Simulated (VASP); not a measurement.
# PbSe (Pm-3m) in VASP: settings compared

Aim: see how the results for PbSe move with the level of theory and the settings. Levels: PBEsol, r2SCAN. Tasks: single point.

Everything below comes from runs of VASP 6.6.1. Logs are shortened: lines on timing, memory, paths and dates and some standing lists are left out, and cuts for length are marked.

## (1) The cell of the first run

The structure is cubic, space group Pm-3m (No. 221). Conventional cell: a = 3.784 Å, b = 3.784 Å, c = 3.784 Å, α = 90.00°, β = 90.00°, γ = 90.00°. Within 4.3 Å of Pb (site symmetry m-3m) lie 8 Se at 3.28 Å and 6 Pb at 3.78 Å. Within 4.3 Å of Se (site symmetry m-3m) lie 8 Pb at 3.28 Å and 6 Se at 3.78 Å.

## (2) Single point, PBEsol

The input, INCAR:

```
PREC = Accurate
ENCUT = 500
EDIFF = 1E-6
ISMEAR = -1
SIGMA = 0.1
LREAL = F
LASPH = T
NELM = 120
ALGO = Normal
ISIF = 2
LWAVE = F
LCHARG = T
GGA = PS
LELF = T
LVHAR = T
NBANDS = 17
GGA_COMPAT = F
```

The input, KPOINTS:

```
Automatic mesh
0
Gamma
  4 4 4
```

The input, POSCAR:

```
PbSe
1.0
    3.7843220000      0.0000000000      0.0000000000
    0.0000000000      3.7843220000      0.0000000000
    0.0000000000      0.0000000000      3.7843220000
Pb Se
1 1
Direct
    0.0000000000      0.0000000000      0.0000000000
    0.5000000000      0.5000000000      0.5000000000
```

Potentials or basis: VASP PAW PBE potentials, release 64 (Pb_d, Se).

Started as:

```sh
cat potpaw_PBE.64/Pb_d/POTCAR potpaw_PBE.64/Se/POTCAR > POTCAR
mpirun -np 1 vasp_std > vasp.out
```

OUTCAR:

```text
PREC = Accurate
   ENCUT = 500
   EDIFF = 1E-6
   ISMEAR = -1
   LREAL = F
   LASPH = T
   NELM = 120
   ISIF = 2
   GGA = PS

 ion  position               nearest neighbor table
   1  0.000  0.000  0.000-   2 3.28   2 3.28   2 3.28   2 3.28   2 3.28   2 3.28   2 3.28   2 3.28

   2  0.500  0.500  0.500-   1 3.28   1 3.28   1 3.28   1 3.28   1 3.28   1 3.28   1 3.28   1 3.28

  LATTYP: Found a simple cubic cell.
 ALAT       =     3.7843220000

  Lattice vectors:

 A1 = (   3.7843220000,   0.0000000000,   0.0000000000)
 A2 = (   0.0000000000,   3.7843220000,   0.0000000000)
 A3 = (   0.0000000000,   0.0000000000,   3.7843220000)

Analysis of symmetry for initial positions (statically):
=====================================================================
 Subroutine PRICEL returns:
 Original cell was already a primitive cell.

 Routine SETGRP: Setting up the symmetry group for a
 simple cubic supercell.

 Subroutine GETGRP returns: Found 48 space group operations
 (whereof 48 operations were pure point group operations)
 out of a pool of 48 trial point group operations.

The static configuration has the point symmetry O_h .

Analysis of symmetry for dynamics (positions and initial velocities):
=====================================================================
 Subroutine PRICEL returns:
 Original cell was already a primitive cell.

 Routine SETGRP: Setting up the symmetry group for a
 simple cubic supercell.

 Subroutine GETGRP returns: Found 48 space group operations
 (whereof 48 operations were pure point group operations)
 out of a pool of 48 trial point group operations.

The dynamic configuration has the point symmetry O_h .

 Subroutine INISYM returns: Found 48 space group operations
 (whereof 48 operations are pure point group operations),
 and found     1 'primitive' translations

----------------------------------------------------------------------------------------

                                     Primitive cell

  volume of cell :      54.1956

  direct lattice vectors                    reciprocal lattice vectors
     3.784322000  0.000000000  0.000000000     0.264248127  0.000000000  0.000000000
     0.000000000  3.784322000  0.000000000     0.000000000  0.264248127  0.000000000
     0.000000000  0.000000000  3.784322000     0.000000000  0.000000000  0.264248127

  length of vectors
     3.784322000  3.784322000  3.784322000     0.264248127  0.264248127  0.264248127

  position of ions in fractional coordinates (direct lattice)
     0.000000000  0.000000000  0.000000000
     0.500000000  0.500000000  0.500000000

  ion indices of the primitive-cell ions
   primitive index   ion index
                 1           1
                 2           2

----------------------------------------------------------------------------------------

 KPOINTS: Automatic mesh

Automatic generation of k-mesh.
 Grid dimensions read from file:
 generate k-points for:    4    4    4

 Generating k-lattice:

  Cartesian coordinates                     Fractional coordinates (reciprocal lattice)
     0.066062032  0.000000000  0.000000000     0.250000000  0.000000000  0.000000000
     0.000000000  0.066062032  0.000000000     0.000000000  0.250000000  0.000000000
     0.000000000  0.000000000  0.066062032     0.000000000  0.000000000  0.250000000

  Length of vectors
     0.066062032  0.066062032  0.066062032

  Shift w.r.t. Gamma in fractional coordinates (k-lattice)
     0.000000000  0.000000000  0.000000000

 Subroutine IBZKPT returns following result:
 ===========================================

 Found     10 irreducible k-points:

 Following reciprocal coordinates:
            Coordinates               Weight
  0.000000  0.000000  0.000000      1.000000
  0.250000  0.000000  0.000000      6.000000
  0.500000  0.000000  0.000000      3.000000
  0.250000  0.250000  0.000000     12.000000
  0.500000  0.250000  0.000000     12.000000
  0.500000  0.500000  0.000000      3.000000
  0.250000  0.250000  0.250000      8.000000
  0.500000  0.250000  0.250000     12.000000
  0.500000  0.500000  0.250000      6.000000
  0.500000  0.500000  0.500000      1.000000
   k-points           NKPTS =     10   k-points in BZ     NKDIM =     10   number of bands    NBANDS=     17
   number of dos      NEDOS =    301   number of ions     NIONS =      2
   total plane-waves  NPLWV =  21952
   dimension x,y,z NGX =    28 NGY =   28 NGZ =   28
   dimension x,y,z NGXF=    56 NGYF=   56 NGZF=   56
   ions per type =               1   1
   NGX,Y,Z   is equivalent  to a cutoff of  12.30, 12.30, 12.30 a.u.
   NGXF,Y,Z  is equivalent  to a cutoff of  24.60, 24.60, 24.60 a.u.
 SYSTEM =  unknown system
   PREC   = accura    normal or accurate (medium, high low for compatibility)
   ISTART =      0    job   : 0-new  1-cont  2-samecut
   ICHARG =      2    charge: 1-file 2-atom 10-const
   ISPIN  =      1    spin polarized calculation?
   LNONCOLLINEAR =      F non collinear calculations
   LSORBIT =      F    spin-orbit coupling
   LASPH  =      T    aspherical Exc in radial PAW
   ENCUT  =  500.0 eV  36.75 Ry    6.06 a.u.   6.90  6.90  6.90*2*pi/ulx,y,z
   NELM   =    120;   NELMIN=  2; NELMDL= -5     # of ELM steps
   EDIFF  = 0.1E-05   stopping-criterion for ELM
   LREAL  =      F    real-space projection
   EDIFFG = 0.1E-04   stopping-criterion for IOM
   NSW    =      0    number of steps for IOM
   IBRION =     -1    ionic relax: 0-MD 1-quasi-New 2-CG
   NFREE  =      0    steps in history (QN), initial steepest desc. (CG)
   ISIF   =      2    stress and relaxation
   ISYM   =      2    0-nonsym 1-usesym 2-fastsym
   POTIM  = 0.5000    time-step for ionic-motion
   TEBEG  =    0.0;   TEEND  =   0.0 temperature during run
   PSTRESS=    0.0 pullay stress
   NELECT =      20.0000    total number of electrons
   NUPDOWN=      -1.0000    fix difference up-down
   EMIN   =  10.00;   EMAX   =-10.00  energy-range for DOS
   EFERMI =   0.00;   METHOD = LEGACY
   ISMEAR =    -1;   SIGMA  =   0.10  broadening in eV -4-tet -1-fermi 0-gaus
   EFERMI_NEDOS =   21; number of points for ismear=-14 and -15
   IALGO  =     38    algorithm
   IMIX   =      4    mixing-type and parameters
     AMIX     =   0.40;   BMIX     =  1.00
     AMIX_MAG =   1.60;   BMIX_MAG =  1.00
  volume/ion in A,a.u.               =      27.10       182.87
  Fermi-wavevector in a.u.,A,eV,Ry     =   1.174258  2.219025 18.760817  1.378881
  Thomas-Fermi vector in A             =   2.310658
   LORBIT       =      0    0 simple, 1 ext, 2 COOP (PROOUT), +10 PAW based schemes
   GGA     = PS    functional components
   LHFCALC =     F    Hartree Fock is set to
   AEXX    =    0.0000 exact exchange contribution
   IVDW    =     0    specifies the selected vdW correction
   LEPSILON=     F    determine dielectric tensor
   LRPA    =     F    only Hartree local field effects (RPA)
 non-spin polarized calculation
  energy-cutoff  :      500.00
  volume of cell :       54.20
 maximum number of plane-waves:      1406
 NGX is ok and might be reduce to    28
   NGX = 13   NGY = 13   NGZ = 13

 number of electron      20.0000009 magnetization

 Free energy of the ion-electron system (eV)
  ---------------------------------------------------
  ext. energy  EPLUGINS =         0.00000000
  ---------------------------------------------------
  free energy    TOTEN  =        -8.39956349 eV

  energy without entropy =       -8.35885734  energy(sigma->0) =       -8.37921042

 E-fermi :   5.2150     XC(G=0): -10.1179

 val. band max:        5.2067664102   @ k =   0.5000   0.5000   0.0000
 cond. band min:       5.2269323588   @ k =   0.5000   0.0000   0.0000
 fundamental gap:      0.0201659486
 Fermi energy:         5.2150099880

 k-point     1 :       0.0000    0.0000    0.0000
  band No.  band energies     occupation
      1     -11.6534      2.00000
      2     -11.6534      2.00000
      3     -11.5022      2.00000
      4     -11.5022      2.00000
      5     -11.5022      2.00000
      6      -8.0178      2.00000
[... 9 lines left out ...]
     16      16.3430      0.00000
     17      17.9892      0.00000

 k-point     2 :       0.2500    0.0000    0.0000
  band No.  band energies     occupation
      1     -11.6500      2.00000
      2     -11.5949      2.00000
      3     -11.5239      2.00000
      4     -11.5239      2.00000
      5     -11.5003      2.00000
      6      -7.5845      2.00000
[... 9 lines left out ...]
     16      15.5332      0.00000
     17      17.3955      0.00000

 k-point     3 :       0.5000    0.0000    0.0000
  band No.  band energies     occupation
      1     -11.6465      2.00000
      2     -11.5453      2.00000
      3     -11.5453      2.00000
      4     -11.5367      2.00000
      5     -11.4984      2.00000
      6      -6.9538      2.00000
[... 9 lines left out ...]
     16      18.1792      0.00000
     17      18.3347      0.00000

 k-point     4 :       0.2500    0.2500    0.0000
  band No.  band energies     occupation
      1     -11.6203      2.00000
      2     -11.5606      2.00000
      3     -11.5584      2.00000
      4     -11.5220      2.00000
      5     -11.5195      2.00000
      6      -7.1861      2.00000
[... 9 lines left out ...]
     16      14.7193      0.00000
     17      15.2823      0.00000

 k-point     5 :       0.5000    0.2500    0.0000
  band No.  band energies     occupation
      1     -11.6101      2.00000
      2     -11.5918      2.00000
      3     -11.5411      2.00000
      4     -11.5176      2.00000
      5     -11.5070      2.00000
      6      -6.6535      2.00000
[... 9 lines left out ...]
     16      15.4930      0.00000
     17      16.4014      0.00000

 k-point     6 :       0.5000    0.5000    0.0000
  band No.  band energies     occupation
      1     -11.6363      2.00000
      2     -11.5895      2.00000
      3     -11.5369      2.00000
      4     -11.5369      2.00000
      5     -11.4615      2.00000
      6      -6.3083      2.00000
[... 9 lines left out ...]
     16      14.2945      0.00000
     17      14.2945      0.00000

 k-point     7 :       0.2500    0.2500    0.2500
  band No.  band energies     occupation
      1     -11.5608      2.00000
      2     -11.5586      2.00000
      3     -11.5586      2.00000
      4     -11.5441      2.00000
      5     -11.5441      2.00000
      6      -6.8516      2.00000
[... 9 lines left out ...]
     16      15.0772      0.00000
     17      17.6001      0.00000

 k-point     8 :       0.5000    0.2500    0.2500
  band No.  band energies     occupation
      1     -11.5879      2.00000
      2     -11.5698      2.00000
      3     -11.5552      2.00000
      4     -11.5422      2.00000
      5     -11.4955      2.00000
      6      -6.4374      2.00000
[... 9 lines left out ...]
     16      15.2252      0.00000
     17      18.0275      0.00000

 k-point     9 :       0.5000    0.5000    0.2500
  band No.  band energies     occupation
      1     -11.6156      2.00000
      2     -11.5661      2.00000
      3     -11.5661      2.00000
      4     -11.5244      2.00000
      5     -11.4603      2.00000
      6      -6.1961      2.00000
[... 9 lines left out ...]
     16      16.9129      0.00000
     17      18.6388      0.00000

 k-point    10 :       0.5000    0.5000    0.5000
  band No.  band energies     occupation
      1     -11.5948      2.00000
      2     -11.5948      2.00000
      3     -11.5948      2.00000
      4     -11.4590      2.00000
      5     -11.4590      2.00000
      6      -6.0735      2.00000
[... 9 lines left out ...]
     16      18.8861      0.00000
     17      22.4809      0.00000

------------------------ aborting loop because EDIFF is reached ----------------------------------------

  FORCE on cell =-STRESS in cart. coord.  units (eV):
  Direction    XX          YY          ZZ          XY          YZ          ZX
  --------------------------------------------------------------------------------------
  -------------------------------------------------------------------------------------
  Total       -0.8161699     -0.8161699     -0.8161699     -0.0000000     -0.0000000      0.0000000
  in kB      -24.1283098    -24.1283098    -24.1283098     -0.0000000     -0.0000000      0.0000000
  external PRESSURE =     -24.1283098 kB  Pullay stress =       0.0000000 kB

 VOLUME and BASIS-vectors are now :
 -----------------------------------------------------------------------------
  energy-cutoff  :      500.00
  volume of cell :       54.20
      direct lattice vectors                 reciprocal lattice vectors
     3.784322000  0.000000000  0.000000000     0.264248127  0.000000000  0.000000000
     0.000000000  3.784322000  0.000000000     0.000000000  0.264248127  0.000000000
     0.000000000  0.000000000  3.784322000     0.000000000  0.000000000  0.264248127

 POSITION                                       TOTAL-FORCE (eV/Angst)
 -----------------------------------------------------------------------------------
      0.00000      0.00000      0.00000         0.000000      0.000000      0.000000
      1.89216      1.89216      1.89216         0.000000      0.000000      0.000000
 -----------------------------------------------------------------------------------
    total drift:                               -0.000000      0.000000      0.000000

  FREE ENERGIE OF THE ION-ELECTRON SYSTEM (eV)
  ---------------------------------------------------
  free  energy   TOTEN  =        -8.3995634916 eV

  energy  without entropy=       -8.3588573444  energy(sigma->0) =       -8.37921042
```

Wall time 11 s (1 thread of AMD EPYC 7R13, shared host); peak memory 0.13 GiB.

What came out:

* Free energy: -8.3996 eV
* Pressure: -2.4 GPa
* Band gap on the k mesh: zero (band 10 reaches 5.21 eV, above the bottom of band 11 at 4.53 eV)

Caveat: the k points lie up to 0.42 Å⁻¹ apart; the PAW data sets were made with another functional, which shifts forces and pressure a little; spin-orbit coupling is left out, which moves the levels of the heavy elements.

[end of part 1 of 2]
